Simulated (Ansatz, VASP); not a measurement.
One calculation of BaIr3, two programs

```
CELL_PARAMETERS angstrom
4.22171 0.00000 0.00000
0.00000 4.22171 0.00000
0.00000 0.00000 4.22171
ATOMIC_POSITIONS crystal
Ba 0.00000 0.00000 0.00000
Ir 0.00000 0.50000 0.50000
Ir 0.50000 0.00000 0.50000
Ir 0.50000 0.50000 0.00000
```

Alike in both runs: functional PBE; k mesh 12 × 12 × 12; occupations gaussian, width 0.1 eV; no spin polarisation.

Ansatz relaxed the structure, and its values are those at the end. VASP's run is a single point on that final structure, the one shown.

|  | VASP | Ansatz |
| --- | --- | --- |
| version | VASP 6.6.1 | Ansatz 0.2.0 |
| potentials or method | VASP PAW PBE potentials, release 64 (Ba_sv, Ir), cutoff 520 eV | scalar-relativistic, plane waves, PAW |
| valence electrons in the cell | 37 | 61 |

```csv
,VASP,Ansatz,Ansatz less VASP
gap on the k mesh at the Fermi level (eV),none,none,-
pressure (GPa),3.7,0.0,-3.74
```

A gap of «none» marks a metal or a gap that the smearing closes. With one functional, cell and mesh, what is left measures potentials, basis and numerics. VASP's potentials hold 37 valence electrons a cell and Ansatz's 61, so a difference there can come from the potentials and not from the codes.

Spin-orbit coupling is off throughout.
